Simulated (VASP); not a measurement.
**La: single point with r2SCAN**

The system is La.

```
La
1.0
     3.77938    0.00000    0.00000
    -1.88969    3.27304    0.00000
     0.00000    0.00000   12.02158
La
4
Direct
  0.00000 0.00000 0.00000
  0.00000 0.00000 0.50000
  0.33333 0.66667 0.25000
  0.66667 0.33333 0.75000
```

| Quantity | Value |
| --- | --- |
| Program | VASP 6.6.1 |
| Task | single point |
| Functional | r2SCAN |
| Potentials or basis | VASP PAW PBE potentials, release 64 (La) |
| Cutoff | 520 eV |
| k mesh | 14 × 14 × 4 |
| Occupations | gaussian, width 0.05 eV |
| Spin | no spin polarisation |
| Dipole correction | no |
| Further INCAR settings | ALGO = Normal; EDIFF = 1e-06; NBANDS = 30 |

The pressure is 0.2 GPa and the band gap on the k mesh is zero (bands 22 and 23 overlap by 1.19 eV).

Stress tensor (GPa, compression positive):
```
0.20 0.00 0.00
0.00 0.20 0.00
0.00 0.00 0.10
```

Levels at points of the mesh, in eV from the Fermi level:
```tsv
k point	band 19	band 20	band 21	band 22	band 23	band 24	band 25	band 26
(0.00, 0.00, 0.00)	-1.92	-1.84	0.53	0.71	1.35	1.35	1.43	1.43
(0.50, 0.00, 0.00)	-1.63	-1.09	-0.66	-0.28	-0.21	0.53	1.02	1.27
(0.00, 0.00, 0.50)	-1.74	-1.74	0.94	0.94	1.36	1.36	1.43	1.43
(0.50, 0.00, 0.50)	-1.42	-1.42	-1.11	-1.11	0.79	0.79	1.39	1.39
```

Wall time 17 min on 1 thread of AMD EPYC 9R45 96-Core Processor (Zen 5), with other jobs on the host, peak memory 0.43 GiB.

Caveat: the PAW data sets were made with another functional, which shifts forces and pressure a little; spin-orbit coupling is left out, which moves the levels of the heavy elements.
